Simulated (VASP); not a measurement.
# BiSe3 (Pm-3m) in VASP: further runs

BiSe3 is run at these levels: r2SCAN; tasks: single point.

Everything below comes from runs of VASP 6.6.1. Logs are shortened: lines on timing, memory, paths and dates and some standing lists are left out, and cuts for length are marked.

## (1) The cell of the first run

It takes space group Pm-3m (No. 221, cubic). The conventional cell has a = 4.533 Å, b = 4.533 Å, c = 4.533 Å, α = 90.00°, β = 90.00°, γ = 90.00°. Within 4.2 Å of Bi (site symmetry m-3m) lie 12 Se at 3.21 Å. Se (site symmetry 4/mmm) has 4 Bi at 3.21 Å and 8 Se at 3.21 Å within 4.2 Å.

## (2) Single point, r2SCAN

Contents of POSCAR:

```
BiSe3
1.0
    4.5327305372      0.0000000000      0.0000000000
    0.0000000000      4.5327305372      0.0000000000
    0.0000000000      0.0000000000      4.5327305372
Bi Se
1 3
Direct
    0.0000000000      0.0000000000      0.0000000000
    0.0000000000      0.5000000000      0.5000000000
    0.5000000000      0.0000000000      0.5000000000
    0.5000000000      0.5000000000      0.0000000000
```

Contents of INCAR.step1:

```
SYSTEM = BiSe3
PREC = Accurate ; ENCUT = 520
ISMEAR = 0 ; SIGMA = 0.1
LREAL = .False. ; LASPH = .True.
NELM = 60 ; NBANDS = 24
GGA = PE ; ALGO = Normal
EDIFF = 1E-4 ; LWAVE = .True.
LCHARG = .False.
```

Contents of INCAR.step2:

```
SYSTEM = BiSe3
PREC = Accurate ; ENCUT = 520
EDIFF = 1E-6 ; ISMEAR = 0
SIGMA = 0.1 ; LREAL = .False.
LASPH = .True. ; NELM = 60
ALGO = Normal ; ISIF = 2
LWAVE = .False. ; LCHARG = .False.
METAGGA = R2SCAN ; LMIXTAU = .True.
NBANDS = 24 ; ISTART = 1
```

Contents of KPOINTS:

```
Automatic mesh
0
Gamma
  10 10 10
  0 0 0
```

Potentials or basis: VASP PAW PBE potentials, release 64 (Bi_d, Se).

Launch:

```sh
cat potpaw_PBE.64/Bi_d/POTCAR potpaw_PBE.64/Se/POTCAR > POTCAR
cp INCAR.step1 INCAR
mpirun -np 1 vasp_std > vasp.out
cp INCAR.step2 INCAR
mpirun -np 1 vasp_std > vasp.out
```

OUTCAR:

```text
SYSTEM = BiSe3
   PREC = Accurate
   ENCUT = 520
   EDIFF = 1E-6
   ISMEAR = 0
   LREAL = .False.
   LASPH = .True.
   NELM = 60
   ISIF = 2
   METAGGA = R2SCAN
   ISTART = 1

 ion  position               nearest neighbor table
   1  0.000  0.000  0.000-   2 3.21   3 3.21   4 3.21   2 3.21   3 3.21   2 3.21   4 3.21   2 3.21
                             3 3.21   4 3.21   3 3.21   4 3.21
   2  0.000  0.500  0.500-   1 3.21   1 3.21   1 3.21   1 3.21
   3  0.500  0.000  0.500-   1 3.21   1 3.21   1 3.21   1 3.21
   4  0.500  0.500  0.000-   1 3.21   1 3.21   1 3.21   1 3.21

  LATTYP: Found a simple cubic cell.
 ALAT       =     4.5327305372

  Lattice vectors:

 A1 = (   4.5327305372,   0.0000000000,   0.0000000000)
 A2 = (   0.0000000000,   4.5327305372,   0.0000000000)
 A3 = (   0.0000000000,   0.0000000000,   4.5327305372)

Analysis of symmetry for initial positions (statically):
=====================================================================
 Subroutine PRICEL returns:
 Original cell was already a primitive cell.

 Routine SETGRP: Setting up the symmetry group for a
 simple cubic supercell.

 Subroutine GETGRP returns: Found 48 space group operations
 (whereof 48 operations were pure point group operations)
 out of a pool of 48 trial point group operations.

The static configuration has the point symmetry O_h .

Analysis of symmetry for dynamics (positions and initial velocities):
=====================================================================
 Subroutine PRICEL returns:
 Original cell was already a primitive cell.

 Routine SETGRP: Setting up the symmetry group for a
 simple cubic supercell.

 Subroutine GETGRP returns: Found 48 space group operations
 (whereof 48 operations were pure point group operations)
 out of a pool of 48 trial point group operations.

The dynamic configuration has the point symmetry O_h .

 Subroutine INISYM returns: Found 48 space group operations
 (whereof 48 operations are pure point group operations),
 and found     1 'primitive' translations

----------------------------------------------------------------------------------------

                                     Primitive cell

  volume of cell :      93.1279

  direct lattice vectors                    reciprocal lattice vectors
     4.532730537  0.000000000  0.000000000     0.220617571  0.000000000  0.000000000
     0.000000000  4.532730537  0.000000000     0.000000000  0.220617571  0.000000000
     0.000000000  0.000000000  4.532730537     0.000000000  0.000000000  0.220617571

  length of vectors
     4.532730537  4.532730537  4.532730537     0.220617571  0.220617571  0.220617571

  position of ions in fractional coordinates (direct lattice)
     0.000000000  0.000000000  0.000000000
     0.000000000  0.500000000  0.500000000
     0.500000000  0.000000000  0.500000000
     0.500000000  0.500000000  0.000000000

  ion indices of the primitive-cell ions
   primitive index   ion index
                 1           1
                 2           2
                 3           3
                 4           4

----------------------------------------------------------------------------------------

 KPOINTS: Automatic mesh

Automatic generation of k-mesh.
 Grid dimensions read from file:
 generate k-points for:   10   10   10

 Generating k-lattice:

  Cartesian coordinates                     Fractional coordinates (reciprocal lattice)
     0.022061757  0.000000000  0.000000000     0.100000000  0.000000000  0.000000000
     0.000000000  0.022061757  0.000000000     0.000000000  0.100000000  0.000000000
     0.000000000  0.000000000  0.022061757     0.000000000  0.000000000  0.100000000

  Length of vectors
     0.022061757  0.022061757  0.022061757

  Shift w.r.t. Gamma in fractional coordinates (k-lattice)
     0.000000000  0.000000000  0.000000000

 Subroutine IBZKPT returns following result:
 ===========================================

 Found     56 irreducible k-points:

 Following reciprocal coordinates:
            Coordinates               Weight
  0.000000  0.000000  0.000000      1.000000
  0.100000  0.000000  0.000000      6.000000
  0.200000  0.000000  0.000000      6.000000
  0.300000  0.000000  0.000000      6.000000
  0.400000  0.000000  0.000000      6.000000
  0.500000  0.000000  0.000000      3.000000
[... 16 lines left out ...]
  0.200000  0.100000  0.100000     24.000000
  0.300000  0.100000  0.100000     24.000000
 [... further k-points ...]
   k-points           NKPTS =     56   k-points in BZ     NKDIM =     56   number of bands    NBANDS=     24
   number of dos      NEDOS =    301   number of ions     NIONS =      4
   total plane-waves  NPLWV =  46656
   dimension x,y,z NGX =    36 NGY =   36 NGZ =   36
   dimension x,y,z NGXF=    72 NGYF=   72 NGZF=   72
   ions per type =               1   3
   NGX,Y,Z   is equivalent  to a cutoff of  13.20, 13.20, 13.20 a.u.
   NGXF,Y,Z  is equivalent  to a cutoff of  26.41, 26.41, 26.41 a.u.
 SYSTEM =  BiSe3
   PREC   = accura    normal or accurate (medium, high low for compatibility)
   ISTART =      1    job   : 0-new  1-cont  2-samecut
   ICHARG =      0    charge: 1-file 2-atom 10-const
   ISPIN  =      1    spin polarized calculation?
   LNONCOLLINEAR =      F non collinear calculations
   LSORBIT =      F    spin-orbit coupling
   LASPH  =      T    aspherical Exc in radial PAW
   ENCUT  =  520.0 eV  38.22 Ry    6.18 a.u.   8.43  8.43  8.43*2*pi/ulx,y,z
   NELM   =     60;   NELMIN=  2; NELMDL=  0     # of ELM steps
   EDIFF  = 0.1E-05   stopping-criterion for ELM
   LREAL  =      F    real-space projection
   EDIFFG = 0.1E-04   stopping-criterion for IOM
   NSW    =      0    number of steps for IOM
   IBRION =     -1    ionic relax: 0-MD 1-quasi-New 2-CG
   NFREE  =      0    steps in history (QN), initial steepest desc. (CG)
   ISIF   =      2    stress and relaxation
   ISYM   =      2    0-nonsym 1-usesym 2-fastsym
   POTIM  = 0.5000    time-step for ionic-motion
   TEBEG  =    0.0;   TEEND  =   0.0 temperature during run
   PSTRESS=    0.0 pullay stress
   NELECT =      33.0000    total number of electrons
   NUPDOWN=      -1.0000    fix difference up-down
   EMIN   =  10.00;   EMAX   =-10.00  energy-range for DOS
   EFERMI =   0.00;   METHOD = LEGACY
   ISMEAR =     0;   SIGMA  =   0.10  broadening in eV -4-tet -1-fermi 0-gaus
   EFERMI_NEDOS =   21; number of points for ismear=-14 and -15
   IALGO  =     38    algorithm
   IMIX   =      4    mixing-type and parameters
     AMIX     =   0.40;   BMIX     =  1.00
     AMIX_MAG =   1.60;   BMIX_MAG =  1.00
  volume/ion in A,a.u.               =      23.28       157.11
  Fermi-wavevector in a.u.,A,eV,Ry     =   1.158474  2.189198 18.259858  1.342062
  Thomas-Fermi vector in A             =   2.295076
   LORBIT       =      0    0 simple, 1 ext, 2 COOP (PROOUT), +10 PAW based schemes
   METAGGA = R2SCAN    functional components
   LHFCALC =     F    Hartree Fock is set to
   AEXX    =    0.0000 exact exchange contribution
   IVDW    =     0    specifies the selected vdW correction
   LEPSILON=     F    determine dielectric tensor
   LRPA    =     F    only Hartree local field effects (RPA)
 non-spin polarized calculation
 Gauss-broadening in eV      SIGMA  =   0.10
  energy-cutoff  :      520.00
  volume of cell :       93.13
 maximum number of plane-waves:      2523
 NGX is ok and might be reduce to    36
   NGX = 17   NGY = 17   NGZ = 17

 number of electron      33.0000004 magnetization

 Free energy of the ion-electron system (eV)
  ---------------------------------------------------
  ext. energy  EPLUGINS =         0.00000000
  ---------------------------------------------------
  free energy    TOTEN  =       -99.44676430 eV

  energy without entropy =      -99.42312399  energy(sigma->0) =      -99.43494414

 E-fermi :   5.9070     XC(G=0): -10.9689

 val. band max:        5.9042468291   @ k =   0.5000   0.3000   0.1000
 cond. band min:       5.9074844342   @ k =   0.4000   0.1000   0.0000
 fundamental gap:      0.0032376051
 Fermi energy:         5.9070161037

 k-point     1 :       0.0000    0.0000    0.0000
  band No.  band energies     occupation
      1     -18.4140      2.00000
      2     -18.4140      2.00000
      3     -18.4022      2.00000
      4     -18.4022      2.00000
      5     -18.4022      2.00000
      6      -9.9202      2.00000
[... 16 lines left out ...]
     23      11.0799      0.00000
     24      11.8958      0.00000

 k-point     2 :       0.1000    0.0000    0.0000
  band No.  band energies     occupation
      1     -18.4139      2.00000
      2     -18.4131      2.00000
      3     -18.4026      2.00000
      4     -18.4026      2.00000
      5     -18.4022      2.00000
      6      -9.8570      2.00000
[... 16 lines left out ...]
     23      11.3770      0.00000
     24      12.2368      0.00000

 k-point     3 :       0.2000    0.0000    0.0000
  band No.  band energies     occupation
      1     -18.4134      2.00000
      2     -18.4106      2.00000
      3     -18.4037      2.00000
      4     -18.4037      2.00000
      5     -18.4021      2.00000
      6      -9.6688      2.00000
[... 16 lines left out ...]
     23      12.1860      0.00000
     24      12.6521      0.00000

 k-point     4 :       0.3000    0.0000    0.0000
  band No.  band energies     occupation
      1     -18.4129      2.00000
      2     -18.4076      2.00000
      3     -18.4050      2.00000
      4     -18.4050      2.00000
      5     -18.4020      2.00000
      6      -9.3609      2.00000
[... 16 lines left out ...]
     23      12.9668      0.00000
     24      13.3321      0.00000

 k-point     5 :       0.4000    0.0000    0.0000
  band No.  band energies     occupation
      1     -18.4125      2.00000
      2     -18.4061      2.00000
      3     -18.4061      2.00000
      4     -18.4051      2.00000
      5     -18.4020      2.00000
      6      -8.9467      2.00000
[... 16 lines left out ...]
     23      13.4676      0.00000
     24      14.5745      0.00000

 k-point     6 :       0.5000    0.0000    0.0000
  band No.  band energies     occupation
      1     -18.4123      2.00000
      2     -18.4065      2.00000
      3     -18.4065      2.00000
      4     -18.4042      2.00000
      5     -18.4019      2.00000
      6      -8.5560      2.00000
[... 16 lines left out ...]
     23      14.3350      0.00000
     24      14.3992      0.00000
[... 379 lines left out ...]
 k-point    21 :       0.5000    0.5000    0.0000
  band No.  band energies     occupation
      1     -18.4136      2.00000
      2     -18.4073      2.00000
      3     -18.4062      2.00000
      4     -18.4062      2.00000
      5     -18.3980      2.00000
      6      -7.4828      2.00000
[... 16 lines left out ...]
     23      14.5689      0.00000
     24      15.5430      0.00000

 k-point    22 :       0.1000    0.1000    0.1000
  band No.  band energies     occupation
      1     -18.4124      2.00000
      2     -18.4124      2.00000
      3     -18.4030      2.00000
      4     -18.4030      2.00000
      5     -18.4030      2.00000
      6      -9.7316      2.00000
[... 16 lines left out ...]
     23      11.6899      0.00000
     24      12.3074      0.00000

 k-point    23 :       0.2000    0.1000    0.1000
  band No.  band energies     occupation
      1     -18.4120      2.00000
      2     -18.4099      2.00000
      3     -18.4042      2.00000
      4     -18.4041      2.00000
      5     -18.4029      2.00000
      6      -9.5456      2.00000
[... 16 lines left out ...]
     23      12.1959      0.00000
     24      12.8058      0.00000

 k-point    24 :       0.3000    0.1000    0.1000
  band No.  band energies     occupation
      1     -18.4115      2.00000
      2     -18.4069      2.00000
      3     -18.4056      2.00000
      4     -18.4055      2.00000
      5     -18.4029      2.00000
      6      -9.2420      2.00000
[... 16 lines left out ...]
     23      13.0902      0.00000
     24      13.8843      0.00000

 [... further k-points ...]

------------------------ aborting loop because EDIFF is reached ----------------------------------------

  FORCE on cell =-STRESS in cart. coord.  units (eV):
  Direction    XX          YY          ZZ          XY          YZ          ZX
  --------------------------------------------------------------------------------------
  -------------------------------------------------------------------------------------
  Total       -0.0088712     -0.0088712     -0.0088712     -0.0000000     -0.0000000     -0.0000000
  in kB       -0.1526214     -0.1526214     -0.1526214     -0.0000000     -0.0000000     -0.0000000
  external PRESSURE =      -0.1526214 kB  Pullay stress =       0.0000000 kB

 VOLUME and BASIS-vectors are now :
 -----------------------------------------------------------------------------
  energy-cutoff  :      520.00
  volume of cell :       93.13
      direct lattice vectors                 reciprocal lattice vectors
     4.532730537  0.000000000  0.000000000     0.220617571  0.000000000  0.000000000
     0.000000000  4.532730537  0.000000000     0.000000000  0.220617571  0.000000000
     0.000000000  0.000000000  4.532730537     0.000000000  0.000000000  0.220617571

 POSITION                                       TOTAL-FORCE (eV/Angst)
 -----------------------------------------------------------------------------------
      0.00000      0.00000      0.00000         0.000000      0.000000      0.000000
      0.00000      2.26637      2.26637         0.000000      0.000000      0.000000
      2.26637      0.00000      2.26637         0.000000      0.000000      0.000000
      2.26637      2.26637      0.00000         0.000000      0.000000      0.000000
 -----------------------------------------------------------------------------------
    total drift:                                0.000000      0.000000      0.000000

  FREE ENERGIE OF THE ION-ELECTRON SYSTEM (eV)
  ---------------------------------------------------
  free  energy   TOTEN  =       -99.4467643037 eV

  energy  without entropy=      -99.4231239856  energy(sigma->0) =      -99.43494414
```

It took 6.1 min on 1 thread of Intel Xeon Platinum 8259CL at 2.50GHz (Skylake/Cascade Lake), shared host; peak memory 0.29 GiB.

Results:

```yaml
Free_energy: -99.4468 eV
Pressure: 0.0 GPa
Band_gap_on_the_k_mesh: zero (an odd number of electrons rules out a gap without spin polarisation)
```

Levels at points of the mesh, in eV from the Fermi level:
```tsv
k point	band 15	band 16	band 17	band 18	band 19	band 20
(0.00, 0.00, 0.00)	-1.30	0.02	0.02	0.02	4.21	4.21
(0.50, 0.00, 0.00)	-1.80	-1.16	-0.10	0.33	0.33	2.17
(0.50, 0.50, 0.00)	-2.42	-2.17	-0.60	0.96	1.21	3.29
(0.50, 0.50, 0.50)	0.97	0.97	1.33	1.33	4.32	4.32
```

Caveat: the PAW data sets were made with another functional, which shifts forces and pressure a little; spin-orbit coupling is left out, which moves the levels of the heavy elements.

## (3) Single point, r2SCAN

Contents of POSCAR:

```
BiSe3
1.0
    4.5327373459      0.0000000000      0.0000000000
    0.0000000000      4.5327373459      0.0000000000
    0.0000000000      0.0000000000      4.5327373459
Bi Se
1 3
Direct
    0.0000000000      0.0000000000      0.0000000000
    0.0000000000      0.5000000000      0.5000000000
    0.5000000000      0.0000000000      0.5000000000
    0.5000000000      0.5000000000      0.0000000000
```

Contents of INCAR.step1:

```
SYSTEM = BiSe3
PREC = Accurate
ENCUT = 520
ISMEAR = 0
SIGMA = 0.1
LREAL = .FALSE.
LASPH = .TRUE.
NELM = 60
NBANDS = 24
GGA = PE
ALGO = Normal
EDIFF = 1E-4
LWAVE = .TRUE.
LCHARG = .FALSE.
```

Contents of INCAR.step2:

```
SYSTEM = BiSe3
PREC = Accurate
ENCUT = 520
EDIFF = 1E-7
ISMEAR = 0
SIGMA = 0.1
LREAL = .FALSE.
LASPH = .TRUE.
NELM = 60
ALGO = Normal
ISIF = 2
LWAVE = .FALSE.
LCHARG = .FALSE.
METAGGA = R2SCAN
LMIXTAU = .TRUE.
NBANDS = 24
ISTART = 1
```

Contents of KPOINTS:

```
regular mesh
0
G
  10 10 10
  0 0 0
```

Potentials or basis: VASP PAW PBE potentials, release 64 (Bi_d, Se).

Launch:

```sh
cat potpaw_PBE.64/Bi_d/POTCAR potpaw_PBE.64/Se/POTCAR > POTCAR
cp INCAR.step1 INCAR
mpirun -np 1 vasp_std > vasp.out
cp INCAR.step2 INCAR
mpirun -np 1 vasp_std > vasp.out
```

Run time: 6.8 min. Hardware: 1 thread of Intel Xeon Platinum 8259CL at 2.50GHz (Skylake/Cascade Lake), shared host; peak memory 0.29 GiB.

It converged, with:

```yaml
Free_energy: -99.4468 eV
Pressure: 0.0 GPa
Band_gap_on_the_k_mesh: zero (an odd number of electrons rules out a gap without spin polarisation)
```

Levels at points of the mesh, in eV from the Fermi level:
| k point | band 14 | band 15 | band 16 | band 17 | band 18 | band 19 | band 20 | band 21 |
| --- | --- | --- | --- | --- | --- | --- | --- | --- |
| (0.00, 0.00, 0.00) | -1.30 | -1.30 | 0.02 | 0.02 | 0.02 | 4.21 | 4.21 | 4.21 |
| (0.50, 0.00, 0.00) | -2.31 | -1.80 | -1.16 | -0.10 | 0.33 | 0.33 | 2.17 | 2.17 |
| (0.50, 0.50, 0.00) | -2.42 | -2.42 | -2.17 | -0.60 | 0.96 | 1.21 | 3.29 | 3.29 |
| (0.50, 0.50, 0.50) | 0.97 | 0.97 | 0.97 | 1.33 | 1.33 | 4.32 | 4.32 | 4.32 |

Caveat: the PAW data sets were made with another functional, which shifts forces and pressure a little; spin-orbit coupling is left out, which moves the levels of the heavy elements.
